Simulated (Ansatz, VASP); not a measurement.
## Two plane-wave programs on C

```
C
1.0
     0.00000    1.76589    1.76589
     1.76589    0.00000    1.76589
     1.76589    1.76589    0.00000
C
2
Cartesian
  0.0000 0.0000 0.0000
  0.8829 0.8829 0.8829
```

Alike in both runs: functional LDA; k mesh 10 × 10 × 10; no spin polarisation.

Ansatz relaxed the structure, and its values are those at the end. VASP's run is a single point on that final structure, the one shown.

|  | VASP | Ansatz |
| --- | --- | --- |
| version | VASP 6.6.1 | Ansatz 0.2.0 |
| potentials or method | VASP PAW LDA potentials, release 64 (C) | scalar-relativistic, plane waves, PAW |
| plane-wave cutoff (eV) | 600 | 420 |
| occupations | gaussian, width 0.01 eV | fixed |
| valence electrons in the cell | 8 | 8 |

|  | VASP | Ansatz | Ansatz less VASP |
| --- | --- | --- | --- |
| gap on the k mesh at the Fermi level (eV) | 4.20 | 4.21 | +0.003 |
| least direct gap on the mesh (eV) | 5.63 | 5.62 | -0.003 |
| pressure (GPa) | 0.8 | 0.0 | -0.82 |

LDA's correlation is that of Perdew and Zunger in VASP and of Perdew and Wang (1992) in Ansatz.
